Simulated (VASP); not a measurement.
# BP (I-4m2) in VASP: further runs

BP is run at these levels: r2SCAN, HSE06; tasks: single point.

Everything below comes from runs of VASP 6.6.1. Logs are shortened: lines on timing, memory, paths and dates and some standing lists are left out, and cuts for length are marked.

## Step 1: The cell of the first run

It takes space group I-4m2 (No. 119, tetragonal). The conventional cell has a = 3.304 Å, b = 3.304 Å, c = 4.481 Å, α = 90.00°, β = 90.00°, γ = 90.00°. Within 2.6 Å of B (site symmetry -4m2) lie 4 P at 2.00 Å. P (site symmetry -4m2) has 4 B at 2.00 Å within 2.6 Å.

## Step 2: Single point, r2SCAN (epitaxial xy strain +3.0%)

Input file POSCAR:

```
BP
1.0
    0.0000000000      2.3363651390      2.2405387671
    2.3363651390      0.0000000000      2.2405387671
    2.3363651390      2.3363651390      0.0000000000
B P
1 1
Direct
    0.0000000000      0.0000000000      0.0000000000
    0.2500000000      0.2500000000      0.2500000000
```

Input file INCAR.step1:

```
SYSTEM = BP
ALGO     = Normal         ! electronic algorithm
EDIFF    = 1E-4           ! SCF threshold, eV
ENCUT    = 520            ! plane-wave cutoff, eV
GGA      = PE             ! functional
ISMEAR   = 0              ! smearing method
LASPH    = .TRUE.         ! aspherical terms in the spheres
LCHARG   = .FALSE.        ! write CHGCAR
LREAL    = .FALSE.        ! projectors in reciprocal space
LWAVE    = .TRUE.         ! write WAVECAR
NBANDS   = 11             ! bands
NELM     = 100            ! most SCF steps
PREC     = Accurate       ! precision mode
SIGMA    = 0.01           ! smearing width, eV
```

Input file INCAR.step2:

```
SYSTEM = BP
ALGO     = Normal         ! electronic algorithm
EDIFF    = 1E-7           ! SCF threshold, eV
ENCUT    = 520            ! plane-wave cutoff, eV
ISIF     = 2              ! what is computed and relaxed
ISMEAR   = 0              ! smearing method
ISTART   = 1            
LASPH    = .TRUE.         ! aspherical terms in the spheres
LCHARG   = .FALSE.        ! write CHGCAR
LMIXTAU  = .TRUE.       
LREAL    = .FALSE.        ! projectors in reciprocal space
LWAVE    = .FALSE.        ! write WAVECAR
METAGGA  = R2SCAN         ! meta-GGA
NBANDS   = 11             ! bands
NELM     = 100            ! most SCF steps
PREC     = Accurate       ! precision mode
SIGMA    = 0.01           ! smearing width, eV
```

Input file KPOINTS:

```
k-points
0
G
  10 10 10
  0 0 0
```

Potentials or basis: VASP PAW PBE potentials, release 64 (B, P).

Launch:

```bash
> cat potpaw_PBE.64/B/POTCAR potpaw_PBE.64/P/POTCAR > POTCAR
> cp INCAR.step1 INCAR
> mpirun -np 1 vasp_std > vasp.out
> cp INCAR.step2 INCAR
> mpirun -np 1 vasp_std > vasp.out
```

OUTCAR:

```text
SYSTEM = BP
   EDIFF = 1E-7
   ENCUT = 520
   ISIF = 2
   ISMEAR = 0
   ISTART = 1
   LASPH = .TRUE.
   LREAL = .FALSE.
   METAGGA = R2SCAN
   NELM = 100
   PREC = Accurate

 ion  position               nearest neighbor table
   1  0.000  0.000  0.000-   2 2.00   2 2.00   2 2.00   2 2.00
   2  0.250  0.250  0.250-   1 2.00   1 2.00   1 2.00   1 2.00

  LATTYP: Found a body centered tetragonal cell.
 ALAT       =     3.3041192662
 C/A-ratio  =     1.3562093778

  Lattice vectors:

 A1 = (   0.0000000000,  -2.3363651390,  -2.2405387671)
 A2 = (   0.0000000000,   2.3363651390,  -2.2405387671)
 A3 = (   2.3363651390,   0.0000000000,   2.2405387671)

Analysis of symmetry for initial positions (statically):
=====================================================================
 Subroutine PRICEL returns:
 Original cell was already a primitive cell.

 Routine SETGRP: Setting up the symmetry group for a
 body centered tetragonal supercell.

 Subroutine GETGRP returns: Found  8 space group operations
 (whereof  8 operations were pure point group operations)
 out of a pool of 16 trial point group operations.

The static configuration has the point symmetry D_2d.

Analysis of symmetry for dynamics (positions and initial velocities):
=====================================================================
 Subroutine PRICEL returns:
 Original cell was already a primitive cell.

 Routine SETGRP: Setting up the symmetry group for a
 body centered tetragonal supercell.

 Subroutine GETGRP returns: Found  8 space group operations
 (whereof  8 operations were pure point group operations)
 out of a pool of 16 trial point group operations.

The dynamic configuration has the point symmetry D_2d.

 Subroutine INISYM returns: Found  8 space group operations
 (whereof  8 operations are pure point group operations),
 and found     1 'primitive' translations

----------------------------------------------------------------------------------------

                                     Primitive cell

  volume of cell :      24.4604

  direct lattice vectors                    reciprocal lattice vectors
     0.000000000  2.336365139  2.240538767    -0.214007644  0.214007644  0.223160611
     2.336365139  0.000000000  2.240538767     0.214007644 -0.214007644  0.223160611
     2.336365139  2.336365139  0.000000000     0.214007644  0.214007644 -0.223160611

  length of vectors
     3.237069049  3.237069049  3.304119266     0.376030852  0.376030852  0.376030852

  position of ions in fractional coordinates (direct lattice)
     0.000000000  0.000000000  0.000000000
[... 87 lines left out ...]
   TEBEG  =    0.0;   TEEND  =   0.0 temperature during run
   PSTRESS=    0.0 pullay stress
   NELECT =       8.0000    total number of electrons
   NUPDOWN=      -1.0000    fix difference up-down
   EMIN   =  10.00;   EMAX   =-10.00  energy-range for DOS
   EFERMI =   0.00;   METHOD = LEGACY
   ISMEAR =     0;   SIGMA  =   0.01  broadening in eV -4-tet -1-fermi 0-gaus
   EFERMI_NEDOS =   21; number of points for ismear=-14 and -15
   IALGO  =     38    algorithm
   IMIX   =      4    mixing-type and parameters
     AMIX     =   0.40;   BMIX     =  1.00
     AMIX_MAG =   1.60;   BMIX_MAG =  1.00
  volume/ion in A,a.u.               =      12.23        82.53
  Fermi-wavevector in a.u.,A,eV,Ry     =   1.127934  2.131485 17.309797  1.272234
  Thomas-Fermi vector in A             =   2.264622
   LORBIT       =      0    0 simple, 1 ext, 2 COOP (PROOUT), +10 PAW based schemes
   METAGGA = R2SCAN    functional components
   LHFCALC =     F    Hartree Fock is set to
   AEXX    =    0.0000 exact exchange contribution
   IVDW    =     0    specifies the selected vdW correction
   LEPSILON=     F    determine dielectric tensor
   LRPA    =     F    only Hartree local field effects (RPA)
 non-spin polarized calculation
 Gauss-broadening in eV      SIGMA  =   0.01
  energy-cutoff  :      520.00
  volume of cell :       24.46
 maximum number of plane-waves:       676
   NGX = 13   NGY = 13   NGZ = 13

 number of electron       7.9999999 magnetization

 Free energy of the ion-electron system (eV)
  ---------------------------------------------------
  ext. energy  EPLUGINS =         0.00000000
  ---------------------------------------------------
  free energy    TOTEN  =       -17.25854154 eV

  energy without entropy =      -17.25854154  energy(sigma->0) =      -17.25854154

 E-fermi :   7.2419     XC(G=0): -11.2958

 val. band max:        7.1250157691   @ k =   0.0000   0.0000   0.0000
 cond. band min:       7.9886856745   @ k =   0.4000   0.4000   0.0000
 fundamental gap:      0.8636699054
 Fermi energy:         7.2418874723

 k-point     1 :       0.0000    0.0000    0.0000
  band No.  band energies     occupation
      1      -8.9881      2.00000
      2       6.7182      2.00000
      3       6.7182      2.00000
      4       7.1250      2.00000
      5      10.2630      0.00000
      6      10.5272      0.00000
      7      10.5272      0.00000
      8      14.1107      0.00000
      9      18.8268      0.00000
     10      18.9224      0.00000
     11      19.8710      0.00000
[... 309 lines left out ...]
 k-point    24 :       0.4000    0.3000    0.0000
  band No.  band energies     occupation
      1      -5.8698      2.00000
      2       0.6271      2.00000
      3       2.6786      2.00000
      4       3.0304      2.00000
      5       8.5622      0.00000
      6      10.5727      0.00000
      7      16.6464      0.00000
      8      16.7013      0.00000
      9      21.6291      0.00000
     10      22.4418      0.00000
     11      24.6103      0.00000

 [... further k-points ...]

------------------------ aborting loop because EDIFF is reached ----------------------------------------

  FORCE on cell =-STRESS in cart. coord.  units (eV):
  Direction    XX          YY          ZZ          XY          YZ          ZX
  --------------------------------------------------------------------------------------
  -------------------------------------------------------------------------------------
  Total       -1.7385522     -1.7385522     -0.0654932      0.0000000      0.0000000      0.0000000
  in kB     -113.8765819   -113.8765819     -4.2898593      0.0000000      0.0000000      0.0000000
  external PRESSURE =     -77.3476744 kB  Pullay stress =       0.0000000 kB

 VOLUME and BASIS-vectors are now :
 -----------------------------------------------------------------------------
  energy-cutoff  :      520.00
  volume of cell :       24.46
      direct lattice vectors                 reciprocal lattice vectors
     0.000000000  2.336365139  2.240538767    -0.214007644  0.214007644  0.223160611
     2.336365139  0.000000000  2.240538767     0.214007644 -0.214007644  0.223160611
     2.336365139  2.336365139  0.000000000     0.214007644  0.214007644 -0.223160611

 POSITION                                       TOTAL-FORCE (eV/Angst)
 -----------------------------------------------------------------------------------
      0.00000      0.00000      0.00000        -0.000000     -0.000000     -0.000000
      1.16818      1.16818      1.12027         0.000000      0.000000      0.000000
 -----------------------------------------------------------------------------------
    total drift:                               -0.000009     -0.000009     -0.000063

  FREE ENERGIE OF THE ION-ELECTRON SYSTEM (eV)
  ---------------------------------------------------
  free  energy   TOTEN  =       -17.2585415437 eV

  energy  without entropy=      -17.2585415437  energy(sigma->0) =      -17.25854154
```

OUTCAR.step1:

```text
SYSTEM = BP
   EDIFF = 1E-4
   ENCUT = 520
   GGA = PE
   ISMEAR = 0
   LASPH = .TRUE.
   LREAL = .FALSE.
[... 557 lines left out ...]
      0.00000      0.00000      0.00000         0.000000     -0.000000     -0.000000
      1.16818      1.16818      1.12027        -0.000000      0.000000      0.000000
 -----------------------------------------------------------------------------------
    total drift:                                0.000000      0.000000      0.000000

  FREE ENERGIE OF THE ION-ELECTRON SYSTEM (eV)
  ---------------------------------------------------
  free  energy   TOTEN  =       -12.8902848599 eV

  energy  without entropy=      -12.8902848599  energy(sigma->0) =      -12.89028486
```

It took 78 s on 1 thread of AMD EPYC 9R45 (Zen 5), shared host; peak memory 0.13 GiB.

Results:

```
Free energy            : -17.2585 eV
Pressure               : -7.7 GPa
Band gap on the k mesh : 0.86 eV (least direct gap 3.14 eV)
```

Caveat: the cell differs from its parent crystal (epitaxial xy strain +3.0%); the cell stands under tension; the PAW data sets were made with another functional, which shifts forces and pressure a little. A k mesh can miss the band edges.

## Step 3: Single point, r2SCAN (epitaxial xy strain +4.0%)

Input file POSCAR:

```
BP
1.0
    0.0000000000      2.3590482957      2.2312187363
    2.3590482957      0.0000000000      2.2312187363
    2.3590482957      2.3590482957      0.0000000000
B P
1 1
Direct
    0.0000000000      0.0000000000      0.0000000000
    0.2500000000      0.2500000000      0.2500000000
```

Input file INCAR.step1:

```
  PREC = Accurate
  ENCUT = 520
  ISMEAR = 0
  SIGMA = 0.01
  LREAL = F
  LASPH = T
  NELM = 100
  NBANDS = 11
  GGA = PE
  ALGO = Normal
  EDIFF = 1E-4
  LWAVE = T
  LCHARG = F
```

Input file INCAR.step2:

```
  PREC = Accurate
  ENCUT = 520
  EDIFF = 1E-6
  ISMEAR = 0
  SIGMA = 0.01
  LREAL = F
  LASPH = T
  NELM = 100
  ALGO = Normal
  ISIF = 2
  LWAVE = F
  LCHARG = F
  METAGGA = R2SCAN
  LMIXTAU = T
  NBANDS = 11
  ISTART = 1
```

Input file KPOINTS:

```
regular mesh
0
Gamma
  10 10 10
```

Potentials or basis: VASP PAW PBE potentials, release 64 (B, P).

Launch:

```bash
> cat potpaw_PBE.64/B/POTCAR potpaw_PBE.64/P/POTCAR > POTCAR
> cp INCAR.step1 INCAR
> mpirun -np 1 vasp_std > vasp.out
> cp INCAR.step2 INCAR
> mpirun -np 1 vasp_std > vasp.out
```

OUTCAR:

```text
PREC = Accurate
   ENCUT = 520
   EDIFF = 1E-6
   ISMEAR = 0
   LREAL = F
   LASPH = T
   NELM = 100
   ISIF = 2
   METAGGA = R2SCAN
   ISTART = 1

 ion  position               nearest neighbor table
   1  0.000  0.000  0.000-   2 2.01   2 2.01   2 2.01   2 2.01
   2  0.250  0.250  0.250-   1 2.01   1 2.01   1 2.01   1 2.01

  LATTYP: Found a body centered tetragonal cell.
 ALAT       =     3.3361980941
 C/A-ratio  =     1.3375816863

  Lattice vectors:

 A1 = (   0.0000000000,  -2.3590482957,  -2.2312187363)
 A2 = (   0.0000000000,   2.3590482957,  -2.2312187363)
 A3 = (   2.3590482957,   0.0000000000,   2.2312187363)

Analysis of symmetry for initial positions (statically):
=====================================================================
 Subroutine PRICEL returns:
 Original cell was already a primitive cell.

 Routine SETGRP: Setting up the symmetry group for a
 body centered tetragonal supercell.

 Subroutine GETGRP returns: Found  8 space group operations
 (whereof  8 operations were pure point group operations)
 out of a pool of 16 trial point group operations.

The static configuration has the point symmetry D_2d.
[... 171 lines left out ...]
      2       6.5059      2.00000
      3       6.5059      2.00000
      4       7.0345      2.00000
      5      10.0199      0.00000
      6      10.3732      0.00000
      7      10.3732      0.00000
      8      13.6853      0.00000
      9      18.4459      0.00000
     10      18.6463      0.00000
     11      19.7817      0.00000
[... 309 lines left out ...]
 k-point    24 :       0.4000    0.3000    0.0000
  band No.  band energies     occupation
      1      -5.9012      2.00000
      2       0.5375      2.00000
      3       2.5428      2.00000
      4       2.8300      2.00000
      5       8.2831      0.00000
      6      10.3380      0.00000
      7      16.3572      0.00000
      8      16.4235      0.00000
      9      21.3542      0.00000
     10      22.1293      0.00000
     11      24.3155      0.00000

 [... further k-points ...]

------------------------ aborting loop because EDIFF is reached ----------------------------------------

  FORCE on cell =-STRESS in cart. coord.  units (eV):
  Direction    XX          YY          ZZ          XY          YZ          ZX
  --------------------------------------------------------------------------------------
  -------------------------------------------------------------------------------------
  Total       -2.2478797     -2.2478797     -0.0631608      0.0000000     -0.0000000     -0.0000000
  in kB     -145.0233168   -145.0233168     -4.0748598      0.0000000     -0.0000000     -0.0000000
  external PRESSURE =     -98.0404978 kB  Pullay stress =       0.0000000 kB

 VOLUME and BASIS-vectors are now :
 -----------------------------------------------------------------------------
  energy-cutoff  :      520.00
  volume of cell :       24.83
      direct lattice vectors                 reciprocal lattice vectors
     0.000000000  2.359048296  2.231218736    -0.211949879  0.211949879  0.224092776
     2.359048296  0.000000000  2.231218736     0.211949879 -0.211949879  0.224092776
     2.359048296  2.359048296  0.000000000     0.211949879  0.211949879 -0.224092776

 POSITION                                       TOTAL-FORCE (eV/Angst)
 -----------------------------------------------------------------------------------
      0.00000      0.00000      0.00000         0.000000     -0.000000      0.000000
      1.17952      1.17952      1.11561        -0.000000      0.000000     -0.000000
 -----------------------------------------------------------------------------------
    total drift:                               -0.000012     -0.000012     -0.000069

  FREE ENERGIE OF THE ION-ELECTRON SYSTEM (eV)
  ---------------------------------------------------
  free  energy   TOTEN  =       -17.2205045329 eV

  energy  without entropy=      -17.2205045329  energy(sigma->0) =      -17.22050453
```

Run time: 62 s. Hardware: 1 thread of AMD EPYC 9R45 (Zen 5), shared host; peak memory 0.13 GiB.

What came out:

```yaml
Free_energy: -17.2205 eV
Pressure: -9.8 GPa
Band_gap_on_the_k_mesh: 0.68 eV (least direct gap 2.99 eV)
```

Caveat: the cell differs from its parent crystal (epitaxial xy strain +4.0%); the cell stands under tension; the PAW data sets were made with another functional, which shifts forces and pressure a little.

[end of part 1 of 2]
